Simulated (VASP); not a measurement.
Input of a VASP 6.6.1 run:

The input INCAR:

```
ALGO     = Fast           # electronic algorithm
EDIFF    = 1E-7           # SCF threshold, eV
ENCUT    = 520            # plane-wave cutoff, eV
GGA      = PS             # functional
ISIF     = 2              # what is computed and relaxed
ISMEAR   = 0              # smearing method
LASPH    = True           # aspherical terms in the spheres
LCHARG   = False          # write CHGCAR
LREAL    = False          # projectors in reciprocal space
LWAVE    = False          # write WAVECAR
NBANDS   = 12             # bands
NELM     = 60             # most SCF steps
PREC     = Accurate       # precision mode
SIGMA    = 0.15           # smearing width, eV
```

The input KPOINTS:

```
k-points
0
Gamma
  20 20 20
```

POSCAR

```
Ta
1.0
   -1.5800322441      1.6402286350      1.5582172032
    1.5800322441     -1.6402286350      1.5582172032
    1.5800322441      1.6402286350     -1.5582172032
Ta
1
Direct
    0.0000000000      0.0000000000      0.0000000000
```

Potentials or basis: VASP PAW PBE potentials, release 64 (Ta_pv).

Launch:

```sh
$ cat potpaw_PBE.64/Ta_pv/POTCAR > POTCAR
$ mpirun -np 1 vasp_std > vasp.out
```

Task: Predict the band gap on the k mesh.

Result: Zero (an odd number of electrons rules out a gap without spin polarisation).

Task: Estimate the pressure.

Result: 22.8 GPa.

Stress tensor (GPa, compression positive):
```
23.93  0.00  0.00
 0.00 18.29  0.00
 0.00  0.00 26.05
```

Caveat: the cell differs from its parent crystal (normal strain along x -0.0367, normal strain along z -0.0500); the cell stands under pressure; the PAW data sets were made with another functional, which shifts forces and pressure a little; spin-orbit coupling is left out, which moves the levels of the heavy elements.
